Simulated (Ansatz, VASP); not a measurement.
# One calculation of Al3H, two programs

```
Al H
1.0
     4.57168    0.00000    0.00000
    -2.28584    3.95919    0.00000
     0.00000    0.00000    3.38177
Al H
3 1
Direct
  0.33333 0.66667 0.00000
  0.66667 0.33333 0.00000
  0.00000 0.00000 0.50000
  0.00000 0.00000 0.00000
```

Alike in both runs: functional PBE; k mesh 6 × 6 × 4; occupations gaussian, width 0.1 eV; no spin polarisation.

Ansatz relaxed the structure, and its values are those at the end. VASP's run is a single point on that final structure, the one shown.

```csv
,VASP,Ansatz
version,VASP 6.6.1,Ansatz 0.2.0
potentials or method,"VASP PAW PBE potentials, release 64 (Al, H), cutoff 520 eV","scalar-relativistic, plane waves, PAW"
valence electrons in the cell,10,10
```

|  | VASP | Ansatz | Ansatz less VASP |
| --- | --- | --- | --- |
| gap on the k mesh at the Fermi level (eV) | none | none | - |
| pressure (GPa) | 0.0 | 0.0 | +0.06 |

A gap of «none» marks a metal or a gap that the smearing closes.

The k mesh is coarse, so the values compare programs but aren't converged.
